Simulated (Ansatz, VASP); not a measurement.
**SnO: VASP beside Ansatz**

```
Sn O
1.0
     3.78458    0.00000    0.00000
    -1.89229    3.27754    0.00000
     0.00000    0.00000    3.05497
Sn O
1 1
Direct
  0.33333 0.66667 0.50000
  0.66667 0.33333 0.50000
```

Alike in both runs: functional PBE; k mesh 12 × 12 × 12; occupations gaussian, width 0.01 eV; no spin polarisation.

Ansatz relaxed the structure, and its values are those at the end. VASP's run is a single point on that final structure, the one shown.

|  | VASP | Ansatz |
| --- | --- | --- |
| version | VASP 6.6.1 | Ansatz 0.2.0 |
| potentials or method | VASP PAW PBE potentials, release 64 (Sn_d, O), cutoff 520 eV | scalar-relativistic, plane waves, PAW |
| valence electrons in the cell | 20 | 20 |

|  | VASP | Ansatz | Ansatz less VASP |
| --- | --- | --- | --- |
| gap on the k mesh at the Fermi level (eV) | none | none | - |
| pressure (GPa) | 0.2 | 0.0 | -0.16 |

A gap of «none» marks a metal or a gap that the smearing closes.
